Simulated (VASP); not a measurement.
Input of a VASP 6.6.1 run:

The input INCAR:

```
SYSTEM = Os4C
PREC = Accurate
ENCUT = 520
EDIFF = 1E-6
ISMEAR = 0
SIGMA = 0.1
LREAL = .False.
LASPH = .True.
NELM = 60
ALGO = Normal
ISIF = 2
LWAVE = .False.
LCHARG = .False.
LDIPOL = .True.
IDIPOL = 3
DIPOL = 0.5 0.5 0.368
IBRION = 2
NSW = 36
EDIFFG = -0.025
```

File KPOINTS:

```
Automatic mesh
0
Gamma
  12 12 1
  0 0 0
```

Contents of POSCAR:

```
Os4C
1.0
    2.7145740629      0.0000000000      0.0000000000
   -1.3572870314      2.3508900989      0.0000000000
    0.0000000000      0.0000000000     21.8661488866
Os C
4 1
Selective dynamics
Direct
    0.6666666667      0.3333333333      0.1829311609  F F F
    0.3333333333      0.6666666667      0.2811020214  F F F
    0.6666666667      0.3333333333      0.3787246389  F F F
    0.3333333333      0.6666666667      0.4740729124  F F F
    1.0000000000      1.0000000000      0.5252034553  F F T
```

Potentials or basis: VASP PAW LDA potentials, release 64 (Os, C).

Launch:

```sh
$ cat potpaw_LDA.64/Os/POTCAR potpaw_LDA.64/C/POTCAR > POTCAR
$ mpirun -np 1 vasp_std > vasp.out
```

Problem. Predict the energy gained by relaxing.

Solution. 11.4 meV/atom.

Problem. Estimate the band gap on the k mesh.

Solution. Zero (bands 18 and 19 overlap by 2.44 eV).

Final structure:
```
Os C
1.0
     2.71457    0.00000    0.00000
    -1.35729    2.35089    0.00000
     0.00000    0.00000   21.86615
Os C
4 1
Direct
  0.66667 0.33333 0.18293
  0.33333 0.66667 0.28110
  0.66667 0.33333 0.37872
  0.33333 0.66667 0.47407
  0.00000 0.00000 0.52902
```

Caveat: spin-orbit coupling is left out, which moves the levels of the heavy elements.
